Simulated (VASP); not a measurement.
Input of a VASP 6.6.1 run:

INCAR

```
SYSTEM = AlN
ALGO = Normal
EDIFF = 1E-8
ENCUT = 520
GGA = PE
ISIF = 2
ISMEAR = -1
LASPH = .TRUE.
LCHARG = .FALSE.
LEFG = .TRUE.
LREAL = .FALSE.
LWAVE = .FALSE.
NBANDS = 16
NELM = 60
PREC = Accurate
SIGMA = 0.02
```

KPOINTS

```
k-points
0
G
  11 11 6
  0 0 0
```

Contents of POSCAR:

```
AlN
1.0
    3.1316054153      0.0000000000      0.0000000000
   -1.5658027076      2.7120498443      0.0000000000
    0.0000000000      0.0000000000      5.0109678482
Al N
2 2
Direct
    0.3333333333      0.6666666667      0.0000000000
    0.6666666667      0.3333333333      0.5000000000
    0.3333333333      0.6666666667      0.3850000000
    0.6666666667      0.3333333333      0.8850000000
```

Potentials or basis: VASP PAW PBE potentials, release 64 (Al, N).

Command:

```console
$ cat potpaw_PBE.64/Al/POTCAR potpaw_PBE.64/N/POTCAR > POTCAR
$ mpirun -np 1 vasp_std > vasp.out
```

(1) Predict the band gap on the k mesh.

(2) Estimate the pressure.

(3) Predict the largest force.

Answers

(1) 3.99 eV, direct.

(2) -0.2 GPa.

(3) 0.180 eV/Å.

Caveat: without QUAD_EFG the Cq values of the log hold for a quadrupole moment of 1 mb, not for the nuclei.
